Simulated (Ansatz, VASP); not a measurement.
**Two plane-wave programs on Zn2SeS**

```
CELL_PARAMETERS angstrom
4.04937 0.00000 0.00000
-2.02469 3.50686 0.00000
0.00000 0.00000 18.00000
ATOMIC_POSITIONS crystal
Zn 0.33333 0.66667 0.55204
Zn 0.66667 0.33333 0.43796
Se 0.66667 0.33333 0.59176
S 0.33333 0.66667 0.40824
```

Alike in both runs: task single point; functional PBE; k mesh 6 × 6 × 1; occupations gaussian, width 0.1 eV; no spin polarisation.

|  | VASP | Ansatz |
| --- | --- | --- |
| version | VASP 6.6.1 | Ansatz 0.2.0 |
| potentials or method | VASP PAW PBE potentials, release 64 (Zn, Se, S), cutoff 520 eV | scalar-relativistic, plane waves, PAW |
| valence electrons in the cell | 36 | 46 |

Ansatz gave:

| Property | Result |
| --- | --- |
| gap on the k mesh at the Fermi level (eV) | 1.73 |
| least direct gap on the mesh (eV) | 1.73 |
| rms of the force components (eV/Å) | 0.100 |

**Question.** Estimate VASP's values.

**Answer.** gap on the k mesh at the Fermi level (eV): 1.72; least direct gap on the mesh (eV): 1.72; rms of the force components (eV/Å): 0.095.

Atom by atom the forces differ by 0.010 eV/Å (rms over components). VASP's potentials hold 36 valence electrons a cell and Ansatz's 46, so a difference there can come from the potentials and not from the codes. Ansatz's warnings: slab cell height set, structure snapped to symmetry.
